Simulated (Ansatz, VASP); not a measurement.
Ba5HfO2: VASP beside Ansatz

```
Ba Hf O
1.0
     3.96816    0.00000    0.00000
     0.00000    3.96816    0.00000
     0.00000    0.00000   16.79706
Ba Hf O
5 1 2
Cartesian
  0.0000 0.0000 0.1347
  1.9841 1.9841 2.8514
  1.9841 1.9841 13.7025
  0.0000 0.0000 5.6340
  1.9841 1.9841 9.1858
  0.0000 0.0000 11.4589
  0.0000 0.0000 3.0490
  1.9841 1.9841 0.3436
```

Alike in both runs: functional PBE; k mesh 4 × 4 × 1; occupations gaussian, width 0.2 eV; no spin polarisation.

Ansatz relaxed the structure, and its values are those at the end. VASP's run is a single point on that final structure, the one shown.

|  | VASP | Ansatz |
| --- | --- | --- |
| version | VASP 6.6.1 | Ansatz 0.2.0 |
| potentials or method | VASP PAW PBE potentials, release 64 (Ba_sv, Hf_pv, O), cutoff 520 eV | scalar-relativistic, plane waves, PAW |
| valence electrons in the cell | 72 | 88 |

|  | VASP | Ansatz | Ansatz less VASP |
| --- | --- | --- | --- |
| gap on the k mesh at the Fermi level (eV) | none | none | - |
| pressure (GPa) | 0.9 | 0.2 | -0.70 |
| rms of the force components (eV/Å) | 0.066 | 0.013 | -0.0530 |

A gap of «none» marks a metal or a gap that the smearing closes. VASP's potentials hold 72 valence electrons a cell and Ansatz's 88, so a difference there can come from the potentials and not from the codes.

The k mesh is coarse, so the values compare programs but aren't converged. Spin-orbit coupling is off throughout.
